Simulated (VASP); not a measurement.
PtSe2 (Sudovikovite), 3 atoms in the cell. Symmetry: P-3m1, No. 164, trigonal system. Conventional cell: a = 3.724 Å, b = 3.724 Å, c = 5.062 Å, α = 90.00°, β = 90.00°, γ = 120.00°. Within 3.3 Å of Pt (site symmetry -3m) lie 6 Se at 2.49 Å. Se (site symmetry 3m) has 3 Pt at 2.49 Å within 3.3 Å. 

- Program: VASP 6.6.1
- Task: single point
- Functional: LDA
- Potentials or basis: VASP PAW LDA potentials, release 64 (Pt, Se)
- Cutoff: 520 eV
- k mesh: 7 × 7 × 5
- Occupations: fermi-dirac, width 0.1 eV
- Spin: no spin polarisation
- Dipole correction: no
- Further INCAR settings: ALGO = Normal; EDIFF = 1e-06; NBANDS = 18

Potentials or basis: VASP PAW LDA potentials, release 64 (Pt, Se).

Command:

```bash
$ cat potpaw_LDA.64/Pt/POTCAR potpaw_LDA.64/Se/POTCAR > POTCAR
$ mpirun -np 1 vasp_std > vasp.out
```

Hardware: 1 thread of Intel(R) Xeon(R) Platinum 8559C (Emerald Rapids), with other jobs on the host.

Problem. Estimate the wall time of this run.

Solution. Wall time 17 s on 1 thread of Intel(R) Xeon(R) Platinum 8559C (Emerald Rapids), with other jobs on the host, peak memory 0.18 GiB. Counts: scf iterations 13, k points 32.
